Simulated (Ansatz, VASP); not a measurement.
## Two plane-wave programs on Fe

File INCAR:

```
ALGO = Normal
EDIFF = 1E-6
ENCUT = 520
GGA = PE
ISIF = 2
ISMEAR = -1
ISPIN = 2
LASPH = True
LCHARG = True
LELF = True
LMAXMIX = 4
LORBIT = 11
LREAL = False
LVHAR = True
LWAVE = False
MAGMOM = 2.367
NBANDS = 14
NELM = 150
PREC = Accurate
SIGMA = 0.05
```

Contents of KPOINTS:

```
k-points
0
Gamma
  15 15 15
```

Contents of POSCAR:

```
Fe
1.0
    2.3063424337      0.0000000000      0.0000000000
    0.0000000000      2.3063424337      0.0000000000
    0.0000000000      0.0000000000      2.3063424337
Fe
1
Direct
    0.0000000000      0.0000000000      0.0000000000
```

Input for Ansatz:

```yaml
crystal:
  lattice:
    - [2.3063424337, 0.0, 0.0]
    - [0.0, 2.3063424337, 0.0]
    - [0.0, 0.0, 2.3063424337]
  atoms:
    - { symbol: Fe, position: [0.0, 0.0, 0.0], spin: 2.367 }
hamiltonian:
  xc: pbe
  pseudopotentials:
    kind: paw
    azcp:
      Fe: "pseudopotentials/Fe.paw.azcp"
basis:
  ecutwfc: 420
  fft_grid_basis: typed
kpoints:
  mp_grid: { grid: [15, 15, 15], shift: [0, 0, 0] }
magnetization:
  spin_polarized: true
scf:
  occupations: { method: fermi_dirac, width: 0.05 }
  lower_state_search: "off"
output:
  stress: true
```

Alike in both runs: task single point; functional PBE; k mesh 15 × 15 × 15; occupations fermi-dirac, width 0.05 eV; collinear spin.

|  | VASP | Ansatz |
| --- | --- | --- |
| version | VASP 6.6.1 | Ansatz 0.2.0 |
| potentials or method | VASP PAW PBE potentials, release 64 (Fe), cutoff 520 eV | plane waves (420 eV) with PAW, scalar-relativistic |
| valence electrons in the cell | 8 | 16 |

|  | VASP | Ansatz | Ansatz less VASP |
| --- | --- | --- | --- |
| pressure (GPa) | 11.9 | 12.6 | +0.73 |
| net moment per atom (μB) | 2.25 | 2.25 | +0.001 |
| size of the moment on the site where the two differ most (μB) | 2.23 | 2.22 | -0.019 |

Site moments also hang on the region over which each program counts them. The functional is the same, so the differences come from potentials, cutoffs and numerics. VASP's potentials hold 8 valence electrons a cell and Ansatz's 16, so a difference there can come from the potentials and not from the codes.
